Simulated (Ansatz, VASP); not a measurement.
**TiB in VASP and in Ansatz**

```
Ti B
1.0
     6.05863    0.00000    0.00000
     0.00000    3.03300    0.00000
     0.00000    0.00000    4.52676
Ti B
4 4
Direct
  0.17739 0.25000 0.12201
  0.82261 0.75000 0.87799
  0.32261 0.75000 0.62201
  0.67739 0.25000 0.37799
  0.03019 0.25000 0.60008
  0.96981 0.75000 0.39992
  0.46981 0.75000 0.10008
  0.53019 0.25000 0.89992
```

Alike in both runs: functional PBEsol; k mesh 6 × 12 × 8; occupations gaussian, width 0.1 eV; no spin polarisation.

Ansatz relaxed the structure, and its values are those at the end. VASP's run is a single point on that final structure, the one shown.

|  | VASP | Ansatz |
| --- | --- | --- |
| version | VASP 6.6.1 | Ansatz 0.2.0 |
| potentials or method | VASP PAW PBE potentials, release 64 (Ti_sv, B), cutoff 520 eV | scalar-relativistic, plane waves, PAW |
| valence electrons in the cell | 60 | 60 |

Ansatz gave:

```
gap on the k mesh at the Fermi level (eV) : none
pressure (GPa)                            : 0.0
rms of the force components (eV/Å)        : 0.000
```

Q: Which values does VASP return?

A: gap on the k mesh at the Fermi level (eV): none; pressure (GPa): 0.1; rms of the force components (eV/Å): 0.005.

VASP's potentials were made for PBE, not for PBEsol. A gap of «none» marks a metal or a gap that the smearing closes.
